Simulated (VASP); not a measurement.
# TiSn2Te3 (P4mm) in VASP: notebook

Runs on TiSn2Te3. Level: PBE. Tasks: single point, relaxation of cell and atoms.

All numbers are computed with VASP 6.6.1; they aren't measurements. Logs are shortened: lines on timing, memory, paths and dates and some standing lists are left out, and cuts for length are marked.

### Step 1. The cell of the first run

The structure is tetragonal, space group P4mm (No. 99). Conventional cell: a = 5.415 Å, b = 5.415 Å, c = 7.271 Å, α = 90.00°, β = 90.00°, γ = 90.00°. Within 3.5 Å of Ti (site symmetry 4mm) lie 5 Te at 2.66 to 2.71 Å. Sn (site symmetry 2mm) has 3 Te at 2.89 to 3.17 Å and 4 Sn at 3.83 Å and 2 Ti at 4.01 Å within 4.1 Å. Te (site symmetry 4mm) has 1 Ti at 2.66 Å and 4 Sn at 3.17 Å within 3.5 Å. Within 3.6 Å of Te (site symmetry 2mm) lie 2 Ti at 2.71 Å and 1 Sn at 2.89 Å.

The cell was built from a structure type or drawn by symmetry, and may not be a known phase.

### Step 2. Single point, PBE

INCAR

```
SYSTEM = TiSn2Te3
PREC = Accurate ; ENCUT = 520
EDIFF = 1E-6 ; ISMEAR = 0
SIGMA = 0.1 ; LREAL = .False.
LASPH = .True. ; NELM = 60
ALGO = Normal ; ISIF = 2
LWAVE = .False. ; LCHARG = .False.
GGA = PE ; NBANDS = 38
```

KPOINTS

```
Automatic mesh
0
Gamma
  4 4 2
  0 0 0
```

POSCAR

```
TiSn2Te3
1.0
    5.4148402019      0.0000000000      0.0000000000
    0.0000000000      5.4148402019      0.0000000000
    0.0000000000      0.0000000000      7.2707396982
Ti Sn Te
1 2 3
Direct
    0.5000000000      0.5000000000      0.5218389813
    0.5000000000      0.0000000000      0.9289951274
    0.0000000000      0.5000000000      0.9289951274
    0.5000000000      0.5000000000      0.1562305329
    0.5000000000      0.0000000000      0.5319502605
    0.0000000000      0.5000000000      0.5319502605
```

Potentials or basis: VASP PAW PBE potentials, release 64 (Ti_sv, Sn_d, Te).

Run with:

```sh
$ cat potpaw_PBE.64/Ti_sv/POTCAR potpaw_PBE.64/Sn_d/POTCAR potpaw_PBE.64/Te/POTCAR > POTCAR
$ mpirun -np 1 vasp_std > vasp.out
```

OUTCAR:

```text
SYSTEM = TiSn2Te3
   PREC = Accurate
   ENCUT = 520
   EDIFF = 1E-6
   ISMEAR = 0
   LREAL = .False.
   LASPH = .True.
   NELM = 60
   ISIF = 2
   GGA = PE

 ion  position               nearest neighbor table
   1  0.500  0.500  0.522-   4 2.66   5 2.71   6 2.71   5 2.71   6 2.71
   2  0.500  0.000  0.929-   5 2.89   4 3.17   4 3.17
   3  0.000  0.500  0.929-   6 2.89   4 3.17   4 3.17
   4  0.500  0.500  0.156-   1 2.66   2 3.17   3 3.17   2 3.17   3 3.17
   5  0.500  0.000  0.532-   1 2.71   1 2.71   2 2.89
   6  0.000  0.500  0.532-   1 2.71   1 2.71   3 2.89

  LATTYP: Found a simple tetragonal cell.
 ALAT       =     5.4148402019
 C/A-ratio  =     1.3427431701

  Lattice vectors:

 A1 = (   5.4148402019,   0.0000000000,   0.0000000000)
 A2 = (   0.0000000000,   5.4148402019,   0.0000000000)
 A3 = (   0.0000000000,   0.0000000000,   7.2707396982)

Analysis of symmetry for initial positions (statically):
=====================================================================
 Subroutine PRICEL returns:
 Original cell was already a primitive cell.

 Routine SETGRP: Setting up the symmetry group for a
 simple tetragonal supercell.

 Subroutine GETGRP returns: Found  8 space group operations
 (whereof  8 operations were pure point group operations)
 out of a pool of 16 trial point group operations.

The static configuration has the point symmetry C_4v.

Analysis of symmetry for dynamics (positions and initial velocities):
=====================================================================
 Subroutine PRICEL returns:
 Original cell was already a primitive cell.

 Routine SETGRP: Setting up the symmetry group for a
 simple tetragonal supercell.

 Subroutine GETGRP returns: Found  8 space group operations
 (whereof  8 operations were pure point group operations)
 out of a pool of 16 trial point group operations.

The dynamic configuration has the point symmetry C_4v.

 Subroutine INISYM returns: Found  8 space group operations
 (whereof  8 operations are pure point group operations),
 and found     1 'primitive' translations

----------------------------------------------------------------------------------------

                                     Primitive cell

  volume of cell :     213.1817

  direct lattice vectors                    reciprocal lattice vectors
     5.414840202  0.000000000  0.000000000     0.184677657  0.000000000  0.000000000
[... 81 lines left out ...]
   EDIFF  = 0.1E-05   stopping-criterion for ELM
   LREAL  =      F    real-space projection
   EDIFFG = 0.1E-04   stopping-criterion for IOM
   NSW    =      0    number of steps for IOM
   IBRION =     -1    ionic relax: 0-MD 1-quasi-New 2-CG
   NFREE  =      0    steps in history (QN), initial steepest desc. (CG)
   ISIF   =      2    stress and relaxation
   ISYM   =      2    0-nonsym 1-usesym 2-fastsym
   POTIM  = 0.5000    time-step for ionic-motion
   TEBEG  =    0.0;   TEEND  =   0.0 temperature during run
   PSTRESS=    0.0 pullay stress
   NELECT =      58.0000    total number of electrons
   NUPDOWN=      -1.0000    fix difference up-down
   EMIN   =  10.00;   EMAX   =-10.00  energy-range for DOS
   EFERMI =   0.00;   METHOD = LEGACY
   ISMEAR =     0;   SIGMA  =   0.10  broadening in eV -4-tet -1-fermi 0-gaus
   EFERMI_NEDOS =   21; number of points for ismear=-14 and -15
   IALGO  =     38    algorithm
   IMIX   =      4    mixing-type and parameters
     AMIX     =   0.40;   BMIX     =  1.00
     AMIX_MAG =   1.60;   BMIX_MAG =  1.00
  volume/ion in A,a.u.               =      35.53       239.77
  Fermi-wavevector in a.u.,A,eV,Ry     =   1.060802  2.004625 15.310639  1.125300
  Thomas-Fermi vector in A             =   2.196195
   LORBIT       =      0    0 simple, 1 ext, 2 COOP (PROOUT), +10 PAW based schemes
   GGA     = PE    functional components
   LHFCALC =     F    Hartree Fock is set to
   AEXX    =    0.0000 exact exchange contribution
   IVDW    =     0    specifies the selected vdW correction
   LEPSILON=     F    determine dielectric tensor
   LRPA    =     F    only Hartree local field effects (RPA)
 non-spin polarized calculation
 Gauss-broadening in eV      SIGMA  =   0.10
  energy-cutoff  :      520.00
  volume of cell :      213.18
 maximum number of plane-waves:      5760
   NGX = 21   NGY = 21   NGZ = 27

 number of electron      58.0000015 magnetization

 Free energy of the ion-electron system (eV)
  ---------------------------------------------------
  ext. energy  EPLUGINS =         0.00000000
  ---------------------------------------------------
  free energy    TOTEN  =       -25.28837190 eV

  energy without entropy =      -25.28319132  energy(sigma->0) =      -25.28578161

 E-fermi :   4.9458     XC(G=0):  -8.5919

 val. band max:        4.7807623785   @ k =   0.0000   0.0000   0.5000
 cond. band min:       4.9554789547   @ k =   0.5000   0.0000   0.0000
 fundamental gap:      0.1747165762
 Fermi energy:         4.9458452716

 k-point     1 :       0.0000    0.0000    0.0000
  band No.  band energies     occupation
      1     -52.6192      2.00000
      2     -28.9187      2.00000
      3     -28.9187      2.00000
      4     -28.8781      2.00000
      5     -16.8781      2.00000
      6     -16.8764      2.00000
[... 481 lines left out ...]
     37       8.2897      0.00000
     38       8.6738      0.00000

------------------------ aborting loop because EDIFF is reached ----------------------------------------

  FORCE on cell =-STRESS in cart. coord.  units (eV):
  Direction    XX          YY          ZZ          XY          YZ          ZX
  --------------------------------------------------------------------------------------
  -------------------------------------------------------------------------------------
  Total        0.4965748      0.4965748      0.1064180      0.0000000      0.0000000      0.0000000
  in kB        3.7320318      3.7320318      0.7997897      0.0000000      0.0000000      0.0000000
  external PRESSURE =       2.7546178 kB  Pullay stress =       0.0000000 kB

 VOLUME and BASIS-vectors are now :
 -----------------------------------------------------------------------------
  energy-cutoff  :      520.00
  volume of cell :      213.18
      direct lattice vectors                 reciprocal lattice vectors
     5.414840202  0.000000000  0.000000000     0.184677657  0.000000000  0.000000000
     0.000000000  5.414840202  0.000000000     0.000000000  0.184677657  0.000000000
     0.000000000  0.000000000  7.270739698     0.000000000  0.000000000  0.137537588

 POSITION                                       TOTAL-FORCE (eV/Angst)
 -----------------------------------------------------------------------------------
      2.70742      2.70742      3.79416        -0.000000     -0.000000     -0.000556
      2.70742      0.00000      6.75448        -0.000000      0.000000      0.015299
      0.00000      2.70742      6.75448         0.000000      0.000000      0.015299
      2.70742      2.70742      1.13591        -0.000000     -0.000000     -0.028311
      2.70742      0.00000      3.86767        -0.000000      0.000000     -0.000865
      0.00000      2.70742      3.86767        -0.000000      0.000000     -0.000865
 -----------------------------------------------------------------------------------
    total drift:                               -0.000000      0.000000      0.002496

  FREE ENERGIE OF THE ION-ELECTRON SYSTEM (eV)
  ---------------------------------------------------
  free  energy   TOTEN  =       -25.2883719023 eV

  energy  without entropy=      -25.2831913176  energy(sigma->0) =      -25.28578161
```

OSZICAR:

```text
N       E                     dE             d eps       ncg     rms          rms(c)
DAV:   1     0.571732991341E+03    0.57173E+03   -0.26640E+04   912   0.165E+03
DAV:   2     0.601886293128E+02   -0.51154E+03   -0.49851E+03   912   0.460E+02
DAV:   3    -0.204530208339E+02   -0.80642E+02   -0.78099E+02  1326   0.165E+02
DAV:   4    -0.270166169478E+02   -0.65636E+01   -0.65053E+01  1384   0.428E+01
DAV:   5    -0.274077973286E+02   -0.39118E+00   -0.39071E+00  1318   0.698E+00    0.124E+01
DAV:   6    -0.298325286604E+02   -0.24247E+01   -0.31703E+01  1242   0.229E+01    0.248E+01
DAV:   7    -0.256899888611E+02    0.41425E+01   -0.68609E+01  1200   0.287E+01    0.718E+00
DAV:   8    -0.254210085975E+02    0.26898E+00   -0.18118E+00   990   0.509E+00    0.344E+00
DAV:   9    -0.252843751030E+02    0.13663E+00   -0.55718E-01  1218   0.362E+00    0.124E+00
DAV:  10    -0.252874732503E+02   -0.30981E-02   -0.52685E-02  1208   0.122E+00    0.703E-01
DAV:  11    -0.252885521674E+02   -0.10789E-02   -0.60661E-03  1260   0.467E-01    0.263E-01
DAV:  12    -0.252883436515E+02    0.20852E-03   -0.13402E-03  1296   0.189E-01    0.120E-01
DAV:  13    -0.252883218648E+02    0.21787E-04   -0.30012E-04  1280   0.731E-02    0.698E-02
DAV:  14    -0.252883558226E+02   -0.33958E-04   -0.66555E-05  1162   0.311E-02    0.268E-02
DAV:  15    -0.252883683273E+02   -0.12505E-04   -0.23042E-05  1094   0.178E-02    0.759E-03
DAV:  16    -0.252883706376E+02   -0.23103E-05   -0.27247E-06   850   0.823E-03    0.370E-03
DAV:  17    -0.252883719026E+02   -0.12650E-05   -0.20954E-06   814   0.487E-03    0.297E-03
DAV:  18    -0.252883719023E+02    0.32105E-09   -0.16736E-07   628   0.280E-03
   1 F= -.25288372E+02 E0= -.25285782E+02  d E =-.518058E-02
```

Wall time 1.8 min (1 thread of Intel Xeon Platinum 8259CL at 2.50GHz (Skylake/Cascade Lake), shared host); peak memory 0.33 GiB.

What came out:

```yaml
Free_energy: -25.2884 eV
Pressure: 0.3 GPa
Largest_force: 0.028 eV/Å
Band_gap_on_the_k_mesh: zero (bands 29 and 30 overlap by 0.79 eV)
```

Forces in eV/Å, atoms in the order of the input:
```
Ti   0.000  0.000 -0.001
Sn   0.000  0.000  0.015
Sn   0.000  0.000  0.015
Te   0.000  0.000 -0.028
Te   0.000  0.000 -0.001
Te   0.000  0.000 -0.001
```

Levels at points of the mesh, in eV from the Fermi level:
```
           k point  band 25  band 26  band 27  band 28  band 29  band 30  band 31  band 32  band 33  band 34
(0.00, 0.00, 0.00)    -2.46    -2.33    -0.82    -0.82    -0.51    -0.51    -0.17     0.91     1.04     1.37
(0.50, 0.00, 0.00)    -2.45    -2.20    -1.96    -0.45     0.01     0.22     0.32     0.57     0.83     1.23
(0.50, 0.50, 0.00)    -3.04    -1.72    -0.54     0.27     0.27     0.45     0.77     0.77     1.24     2.65
(0.00, 0.00, 0.50)    -1.52    -1.44    -0.51    -0.51    -0.17     0.16     0.16     0.83     0.85     0.89
(0.50, 0.00, 0.50)    -2.40    -2.12    -1.73    -1.69     0.17     0.25     0.40     0.94     1.09     1.34
(0.50, 0.50, 0.50)    -2.66    -1.98    -1.87    -1.87     0.17     0.48     1.18     1.33     1.33     1.55
```

Caveat: the k points lie up to 0.43 Å⁻¹ apart, too coarse for converged energies and pressures of a metal; spin-orbit coupling is left out, which moves the levels of the heavy elements.

(Part 1 of 3 ends here.)
